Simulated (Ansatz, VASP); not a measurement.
MgTe in VASP and in Ansatz

```
Mg Te
1.0
     4.55927    0.00000    0.00000
    -2.27964    3.94845    0.00000
     0.00000    0.00000    7.41741
Mg Te
2 2
Direct
  0.66667 0.33333 0.00090
  0.33333 0.66667 0.50090
  0.66667 0.33333 0.62430
  0.33333 0.66667 0.12430
```

Alike in both runs: task relaxation of the atoms; functional PBEsol; k mesh 8 × 8 × 6; occupations gaussian, width 0.05 eV; no spin polarisation.

|  | VASP | Ansatz |
| --- | --- | --- |
| version | VASP 6.6.1 | Ansatz 0.2.0 |
| potentials or method | VASP PAW PBE potentials, release 64 (Mg, Te), cutoff 520 eV | scalar-relativistic, plane waves, PAW |
| valence electrons in the cell | 16 | 52 |

```tsv
	VASP	Ansatz	Ansatz less VASP
gap on the k mesh at the Fermi level, each at its own relaxed structure (eV)	2.39	2.39	-0.002
```

VASP's potentials were made for PBE, not for PBEsol. VASP's potentials hold 16 valence electrons a cell and Ansatz's 52, so a difference there can come from the potentials and not from the codes. Ansatz's warnings: stress scf threshold loose.

Spin-orbit coupling is off throughout. Noted on VASP's run: the relaxation stopped at its first step, so nothing moved.
